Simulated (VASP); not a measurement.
# Li2AlH5 (P3m1) in VASP: a series of runs

Li2AlH5 is run at these levels: PBE; tasks: single point, relaxation of cell and atoms.

Everything below comes from runs of VASP 6.6.1. Logs are shortened: lines on timing, memory, paths and dates and some standing lists are left out, and cuts for length are marked.

### 1 The cell of the first run

Symmetry: P3m1, No. 156, trigonal system. The conventional cell has a = 3.083 Å, b = 3.083 Å, c = 8.142 Å, α = 90.00°, β = 90.00°, γ = 120.00°. Li (site symmetry 3m) has 7 H at 1.86 to 2.03 Å within 2.5 Å. Li (site symmetry 3m) has 3 H at 1.87 Å within 2.5 Å. Within 2.4 Å of Al (site symmetry 3m) lie 4 H at 1.84 to 1.86 Å. Within 2.4 Å of H (site symmetry 3m) lie 3 Al at 1.84 Å and 1 Li at 1.91 Å and 3 H at 2.25 Å. H (site symmetry 3m) has 1 Al at 1.86 Å and 3 Li at 1.86 Å and 3 H at 2.25 Å within 2.5 Å. Within 2.1 Å of H (site symmetry m) lie 4 H at 1.50 to 1.58 Å and 2 Li at 1.87 to 2.03 Å.

The cell was generated, and may not be a known phase.

### 2 Single point, PBE

INCAR

```
SYSTEM = Li2AlH5
ALGO = Normal ; EDIFF = 1E-7
ENCUT = 520 ; GGA = PE
ISIF = 2 ; ISMEAR = 0
LASPH = .True. ; LCHARG = .True.
LELF = .True. ; LREAL = .False.
LVHAR = .True. ; LWAVE = .False.
NBANDS = 17 ; NELM = 80
PREC = Accurate ; SIGMA = 0.1
```

KPOINTS

```
k-points
0
Gamma
  15 15 6
  0 0 0
```

POSCAR

```
Li2AlH5
1.0
    3.0827686892      0.0000000000      0.0000000000
   -1.5413843446      2.6697559988      0.0000000000
    0.0000000000      0.0000000000      8.1417372588
Li Al H
2 1 5
Direct
    0.3333333333      0.6666666667      0.8591567224
    0.6666666667      0.3333333333      0.4324355136
    0.0000000000      0.0000000000      0.1528687303
    0.3333333333      0.6666666667      0.0932459109
    0.0000000000      0.0000000000      0.9248403188
    0.5039622156      0.4960377844      0.6363130547
    0.5039622156      0.0079244312      0.6363130547
    0.9920755688      0.4960377844      0.6363130547
```

Potentials or basis: VASP PAW PBE potentials, release 64 (Li_sv, Al, H).

Command:

```sh
cat potpaw_PBE.64/Li_sv/POTCAR potpaw_PBE.64/Al/POTCAR potpaw_PBE.64/H/POTCAR > POTCAR
mpirun -np 1 vasp_std > vasp.out
```

OUTCAR:

```text
SYSTEM = Li2AlH5
   EDIFF = 1E-7
   ENCUT = 520
   GGA = PE
   ISIF = 2
   ISMEAR = 0
   LASPH = .True.
   LREAL = .False.
   NELM = 80
   PREC = Accurate

 ion  position               nearest neighbor table
   1  0.333  0.667  0.859-   3 2.98   3 2.98   3 2.98
   2  0.667  0.333  0.432-   3 2.89   3 2.89   3 2.89
   3  0.000  0.000  0.153-   4 1.84   4 1.84   4 1.84   5 1.86   2 2.89   2 2.89   2 2.89   1 2.98
                             1 2.98   1 2.98
   4  0.333  0.667  0.093-   3 1.84   3 1.84   3 1.84
   5  0.000  0.000  0.925-   3 1.86
   6  0.504  0.496  0.636-
   7  0.504  0.008  0.636-
   8  0.992  0.496  0.636-

  LATTYP: Found a hexagonal cell.
 ALAT       =     3.0827686892
 C/A-ratio  =     2.6410470845

  Lattice vectors:

 A1 = (   3.0827686892,   0.0000000000,   0.0000000000)
 A2 = (  -1.5413843446,   2.6697559988,   0.0000000000)
 A3 = (   0.0000000000,   0.0000000000,   8.1417372588)

Analysis of symmetry for initial positions (statically):
=====================================================================
 Subroutine PRICEL returns:
 Original cell was already a primitive cell.

 Routine SETGRP: Setting up the symmetry group for a
 hexagonal supercell.

 Subroutine GETGRP returns: Found  6 space group operations
 (whereof  6 operations were pure point group operations)
 out of a pool of 24 trial point group operations.

The static configuration has the point symmetry C_3v.

Analysis of symmetry for dynamics (positions and initial velocities):
=====================================================================
 Subroutine PRICEL returns:
 Original cell was already a primitive cell.

 Routine SETGRP: Setting up the symmetry group for a
 hexagonal supercell.

 Subroutine GETGRP returns: Found  6 space group operations
 (whereof  6 operations were pure point group operations)
 out of a pool of 24 trial point group operations.

The dynamic configuration has the point symmetry C_3v.

 Subroutine INISYM returns: Found  6 space group operations
 (whereof  6 operations are pure point group operations),
 and found     1 'primitive' translations

----------------------------------------------------------------------------------------

                                     Primitive cell

  volume of cell :      67.0085

  direct lattice vectors                    reciprocal lattice vectors
     3.082768689  0.000000000  0.000000000     0.324383728  0.187283033  0.000000000
    -1.541384345  2.669755999  0.000000000     0.000000000  0.374566065  0.000000000
     0.000000000  0.000000000  8.141737259     0.000000000  0.000000000  0.122823909

  length of vectors
     3.082768689  3.082768689  8.141737259     0.374566065  0.374566065  0.122823909

  position of ions in fractional coordinates (direct lattice)
     0.333333333  0.666666667  0.859156722
     0.666666667  0.333333333  0.432435514
     0.000000000  0.000000000  0.152868730
     0.333333333  0.666666667  0.093245911
     0.000000000  0.000000000  0.924840319
     0.503962216  0.496037784  0.636313055
     0.503962216  0.007924431  0.636313055
     0.992075569  0.496037784  0.636313055

  ion indices of the primitive-cell ions
   primitive index   ion index
                 1           1
                 2           2
                 3           3
                 4           4
                 5           5
                 6           6
                 7           7
                 8           8

----------------------------------------------------------------------------------------

 KPOINTS: k-points

Automatic generation of k-mesh.
 Grid dimensions read from file:
 generate k-points for:   15   15    6

 Generating k-lattice:

  Cartesian coordinates                     Fractional coordinates (reciprocal lattice)
     0.021625582  0.012485536  0.000000000     0.066666667 -0.000000000  0.000000000
     0.000000000  0.024971071  0.000000000     0.000000000  0.066666667  0.000000000
     0.000000000  0.000000000  0.020470652     0.000000000  0.000000000  0.166666667

  Length of vectors
     0.024971071  0.024971071  0.020470652

  Shift w.r.t. Gamma in fractional coordinates (k-lattice)
     0.000000000  0.000000000  0.000000000

 Subroutine IBZKPT returns following result:
 ===========================================

 Found    146 irreducible k-points:

 Following reciprocal coordinates:
            Coordinates               Weight
  0.000000  0.000000  0.000000      1.000000
  0.066667  0.000000  0.000000      6.000000
  0.133333  0.000000  0.000000      6.000000
  0.200000 -0.000000  0.000000      6.000000
  0.266667  0.000000  0.000000      6.000000
  0.333333  0.000000  0.000000      6.000000
[... 16 lines left out ...]
  0.333333  0.200000  0.000000     12.000000
  0.400000  0.200000  0.000000      6.000000
 [... further k-points ...]
   k-points           NKPTS =    146   k-points in BZ     NKDIM =    146   number of bands    NBANDS=     17
   number of dos      NEDOS =    301   number of ions     NIONS =      8
   total plane-waves  NPLWV =  36864
   dimension x,y,z NGX =    24 NGY =   24 NGZ =   64
   dimension x,y,z NGXF=    48 NGYF=   48 NGZF=  128
   ions per type =               2   1   5
   NGX,Y,Z   is equivalent  to a cutoff of  12.94, 12.94, 13.07 a.u.
   NGXF,Y,Z  is equivalent  to a cutoff of  25.89, 25.89, 26.14 a.u.
 SYSTEM =  Li2AlH5
   PREC   = accura    normal or accurate (medium, high low for compatibility)
   ISTART =      0    job   : 0-new  1-cont  2-samecut
   ICHARG =      2    charge: 1-file 2-atom 10-const
   ISPIN  =      1    spin polarized calculation?
   LNONCOLLINEAR =      F non collinear calculations
   LSORBIT =      F    spin-orbit coupling
   LASPH  =      T    aspherical Exc in radial PAW
   ENCUT  =  520.0 eV  38.22 Ry    6.18 a.u.   5.73  5.73 15.14*2*pi/ulx,y,z
   NELM   =     80;   NELMIN=  2; NELMDL= -5     # of ELM steps
   EDIFF  = 0.1E-06   stopping-criterion for ELM
   LREAL  =      F    real-space projection
   EDIFFG = 0.1E-05   stopping-criterion for IOM
   NSW    =      0    number of steps for IOM
   IBRION =     -1    ionic relax: 0-MD 1-quasi-New 2-CG
   NFREE  =      0    steps in history (QN), initial steepest desc. (CG)
   ISIF   =      2    stress and relaxation
   ISYM   =      2    0-nonsym 1-usesym 2-fastsym
   POTIM  = 0.5000    time-step for ionic-motion
   TEBEG  =    0.0;   TEEND  =   0.0 temperature during run
   PSTRESS=    0.0 pullay stress
   NELECT =      14.0000    total number of electrons
   NUPDOWN=      -1.0000    fix difference up-down
   EMIN   =  10.00;   EMAX   =-10.00  energy-range for DOS
   EFERMI =   0.00;   METHOD = LEGACY
   ISMEAR =     0;   SIGMA  =   0.10  broadening in eV -4-tet -1-fermi 0-gaus
   EFERMI_NEDOS =   21; number of points for ismear=-14 and -15
   IALGO  =     38    algorithm
   IMIX   =      4    mixing-type and parameters
     AMIX     =   0.40;   BMIX     =  1.00
     AMIX_MAG =   1.60;   BMIX_MAG =  1.00
  volume/ion in A,a.u.               =       8.38        56.52
  Fermi-wavevector in a.u.,A,eV,Ry     =   0.971421  1.835720 12.839266  0.943659
  Thomas-Fermi vector in A             =   2.101637
   LORBIT       =      0    0 simple, 1 ext, 2 COOP (PROOUT), +10 PAW based schemes
   GGA     = PE    functional components
   LHFCALC =     F    Hartree Fock is set to
   AEXX    =    0.0000 exact exchange contribution
   IVDW    =     0    specifies the selected vdW correction
   LEPSILON=     F    determine dielectric tensor
   LRPA    =     F    only Hartree local field effects (RPA)
 non-spin polarized calculation
 Gauss-broadening in eV      SIGMA  =   0.10
  energy-cutoff  :      520.00
  volume of cell :       67.01
 maximum number of plane-waves:      1818
 NGX is ok and might be reduce to    24
   NGX = 11   NGY = 11   NGZ = 31

 number of electron      13.9999987 magnetization

 Free energy of the ion-electron system (eV)
  ---------------------------------------------------
  ext. energy  EPLUGINS =         0.00000000
  ---------------------------------------------------
  free energy    TOTEN  =       -22.18419588 eV

  energy without entropy =      -22.18179615  energy(sigma->0) =      -22.18299601

 E-fermi :   3.4080     XC(G=0):  -8.7773

 val. band max:        3.3893455242   @ k =  -0.2000   0.4667   0.3333
 cond. band min:       3.4117280838   @ k =   0.2667   0.2667   0.0000
 fundamental gap:      0.0223825596
 Fermi energy:         3.4080210638

 k-point     1 :       0.0000    0.0000    0.0000
  band No.  band energies     occupation
      1     -43.4915      2.00000
      2     -43.3719      2.00000
      3      -7.7202      2.00000
      4      -7.2451      2.00000
      5      -2.3873      2.00000
      6       1.6149      2.00000
[... 9 lines left out ...]
     16      13.3211      0.00000
     17      14.1892      0.00000

 k-point     2 :       0.0667    0.0000    0.0000
  band No.  band energies     occupation
      1     -43.4910      2.00000
      2     -43.3714      2.00000
      3      -7.6386      2.00000
      4      -7.1617      2.00000
      5      -2.3288      2.00000
      6       1.6309      2.00000
[... 9 lines left out ...]
     16      14.0152      0.00000
     17      14.3485      0.00000

 k-point     3 :       0.1333    0.0000    0.0000
  band No.  band energies     occupation
      1     -43.4895      2.00000
      2     -43.3700      2.00000
      3      -7.3948      2.00000
      4      -6.9123      2.00000
      5      -2.1584      2.00000
      6       1.6614      2.00000
[... 392 lines left out ...]
 k-point    23 :       0.3333    0.2000    0.0000
  band No.  band energies     occupation
      1     -43.4782      2.00000
      2     -43.3601      2.00000
      3      -4.1414      2.00000
      4      -3.5412      2.00000
      5      -1.8059      2.00000
      6      -0.5873      2.00000
[... 9 lines left out ...]
     16      12.5791      0.00000
     17      13.9477      0.00000

 k-point    24 :       0.4000    0.2000    0.0000
  band No.  band energies     occupation
      1     -43.4778      2.00000
      2     -43.3597      2.00000
      3      -3.7247      2.00000
      4      -3.0625      2.00000
      5      -2.1878      2.00000
      6      -1.0962      2.00000
[... 9 lines left out ...]
     16      12.5367      0.00000
     17      13.9122      0.00000

 [... further k-points ...]

------------------------ aborting loop because EDIFF is reached ----------------------------------------

  FORCE on cell =-STRESS in cart. coord.  units (eV):
  Direction    XX          YY          ZZ          XY          YZ          ZX
  --------------------------------------------------------------------------------------
  -------------------------------------------------------------------------------------
  Total       -0.0859454     -0.0859454     -0.0833160      0.0000000      0.0000000      0.0000000
  in kB       -2.0549608     -2.0549608     -1.9920916      0.0000000      0.0000000      0.0000000
  external PRESSURE =      -2.0340044 kB  Pullay stress =       0.0000000 kB

 VOLUME and BASIS-vectors are now :
 -----------------------------------------------------------------------------
  energy-cutoff  :      520.00
  volume of cell :       67.01
      direct lattice vectors                 reciprocal lattice vectors
     3.082768689  0.000000000  0.000000000     0.324383728  0.187283033  0.000000000
    -1.541384345  2.669755999  0.000000000     0.000000000  0.374566065  0.000000000
     0.000000000  0.000000000  8.141737259     0.000000000  0.000000000  0.122823909

 POSITION                                       TOTAL-FORCE (eV/Angst)
 -----------------------------------------------------------------------------------
     -0.00000      1.77984      6.99503         0.000000      0.000000      0.002689
      1.54138      0.88992      3.52078         0.000000      0.000000      0.000563
      0.00000      0.00000      1.24462         0.000000      0.000000     -0.008061
     -0.00000      1.77984      0.75918         0.000000     -0.000000     -0.001054
      0.00000      0.00000      7.52981         0.000000      0.000000      0.003288
      0.78901      1.32430      5.18069        -0.000596      0.000344      0.000858
      1.54138      0.02116      5.18069         0.000000     -0.000689      0.000858
      2.29375      1.32430      5.18069         0.000596      0.000344      0.000858
 -----------------------------------------------------------------------------------
    total drift:                               -0.000000     -0.000000     -0.000445

  FREE ENERGIE OF THE ION-ELECTRON SYSTEM (eV)
  ---------------------------------------------------
  free  energy   TOTEN  =       -22.1841958752 eV

  energy  without entropy=      -22.1817961468  energy(sigma->0) =      -22.18299601
```

It took 4 min on 1 thread of Intel Xeon 8259CL, shared host; peak memory 0.28 GiB.

What came out:

| Property | Result |
| --- | --- |
| Free energy | -22.1842 eV |
| Largest force | 0.008 eV/Å |
| Band gap on the k mesh | zero (bands 7 and 8 overlap by 4.16 eV) |

Forces in eV/Å, atoms in the order of the input:
```
Li   0.000  0.000  0.003
Li   0.000  0.000  0.001
Al   0.000  0.000 -0.008
H    0.000  0.000 -0.001
H    0.000  0.000  0.003
H   -0.001  0.000  0.001
H    0.000 -0.001  0.001
H    0.001  0.000  0.001
```

Caveat: the cutoff is under 1.25 times the usual one of these potentials, so pressure, stress and relaxed cells hold a basis-set (Pulay) error.

### 3 Relaxation of cell and atoms, PBE

This run uses another cell than the first one, of 8.45 Å³/atom.

INCAR

```
SYSTEM = Li2AlH5
PREC     = Accurate       ! precision mode
ENCUT    = 600            ! plane-wave cutoff, eV
EDIFF    = 1E-6           ! SCF threshold, eV
ISMEAR   = 0              ! smearing method
SIGMA    = 0.1            ! smearing width, eV
LREAL    = .FALSE.        ! projectors in reciprocal space
LASPH    = .TRUE.         ! aspherical terms in the spheres
NELM     = 80             ! most SCF steps
ALGO     = Normal         ! electronic algorithm
ISIF     = 3              ! what is computed and relaxed
LWAVE    = .FALSE.        ! write WAVECAR
LCHARG   = .FALSE.        ! write CHGCAR
GGA      = PE             ! functional
IBRION   = 2              ! ionic algorithm
NSW      = 100            ! ionic steps
EDIFFG   = -0.01          ! ionic threshold
```

KPOINTS

```
Automatic mesh
0
G
  15 15 6
  0 0 0
```

POSCAR

```
Li2AlH5
1.0
    3.1001315234      0.0000000000      0.0000000000
   -1.5500657617      2.6847926543      0.0000000000
    0.0000000000      0.0000000000      8.1228035403
Li Al H
2 1 5
Direct
    0.3333333333      0.6666666667      0.8530874721
    0.6666666667      0.3333333333      0.4368127598
    0.0000000000      0.0000000000      0.1507738119
    0.3333333333      0.6666666667      0.0922852510
    0.0000000000      0.0000000000      0.9235601624
    0.5049313947      0.4950686053      0.6383223009
    0.5049313947      0.0098627894      0.6383223009
    0.9901372106      0.4950686053      0.6383223009
```

Potentials or basis: VASP PAW PBE potentials, release 64 (Li_sv, Al, H).

Command:

```sh
cat potpaw_PBE.64/Li_sv/POTCAR potpaw_PBE.64/Al/POTCAR potpaw_PBE.64/H/POTCAR > POTCAR
mpirun -np 1 vasp_std > vasp.out
```

It took 16 min on 1 thread of Intel Xeon 8259CL, shared host; peak memory 0.33 GiB.

The run converged. Its results:

```
Free energy                           : -22.1855 eV
Relaxed volume                        : 8.35 Å³/atom
Relaxed cell                          : a = 3.079 Å, b = 3.079 Å, c = 8.132 Å, α = 90.00°, β = 90.00°, γ = 120.00°
Space group after relaxing (to 0.1 Å) : P3m1 (No. 156)
Energy gained by relaxing             : 1.2 meV/atom
Ionic steps                           : 9
Pressure after relaxing               : 0.0 GPa
Largest force after relaxing          : 0.009 eV/Å
Band gap on the k mesh                : zero (bands 7 and 8 overlap by 4.16 eV)
```

Forces on the atoms (eV/Å):
```
Li   0.000  0.000 -0.006
Li   0.000  0.000 -0.004
Al   0.000  0.000  0.009
H    0.000  0.000  0.007
H    0.000  0.000  0.000
H   -0.002  0.001 -0.002
H    0.000 -0.002 -0.002
H    0.002  0.001 -0.002
```

Step by step:
```csv
step,energy change (eV),largest force (eV/Å),pressure (GPa),volume (Å³)
1,0.0000,0.1493,-0.52,67.61
2,-0.0032,0.1277,-0.37,67.34
3,-0.0079,0.0581,0.12,66.55
4,-0.0080,0.0498,0.18,66.45
5,-0.0086,0.0340,0.12,66.54
6,-0.0091,0.0253,-0.02,66.72
7,-0.0092,0.0167,0.01,66.73
8,-0.0093,0.0129,0.02,66.73
9,-0.0093,0.0087,0.01,66.76
```

Final structure:
```yaml
crystal:
  lattice:
    - [3.07892, 0.00000, 0.00000]
    - [-1.53946, 2.66642, 0.00000]
    - [0.00000, 0.00000, 8.13201]
  atoms:
    - { symbol: Li, position: [0.33333, 0.66667, 0.85932] }
    - { symbol: Li, position: [0.66667, 0.33333, 0.43260] }
    - { symbol: Al, position: [0.00000, 0.00000, 0.15248] }
    - { symbol: H, position: [0.33333, 0.66667, 0.09260] }
    - { symbol: H, position: [0.00000, 0.00000, 0.92447] }
    - { symbol: H, position: [0.50423, 0.49577, 0.63667] }
    - { symbol: H, position: [0.50423, 0.00846, 0.63667] }
    - { symbol: H, position: [0.99154, 0.49577, 0.63667] }
```

Levels at points of the mesh, in eV from the Fermi level:
| k point | band 4 | band 5 | band 6 | band 7 | band 8 | band 9 | band 10 | band 11 |
| --- | --- | --- | --- | --- | --- | --- | --- | --- |
| (0.00, 0.00, 0.00) | -10.68 | -5.80 | -1.80 | 0.93 | 4.51 | 4.51 | 6.29 | 8.61 |
| (0.00, 0.00, 0.50) | -10.74 | -5.63 | -2.50 | 2.49 | 4.51 | 4.51 | 4.79 | 7.96 |

Caveat: the cutoff is under 1.25 times the usual one of these potentials, so pressure, stress and relaxed cells hold a basis-set (Pulay) error.

The gap in the log of VASP goes by the Fermi energy; the results here count the filled bands.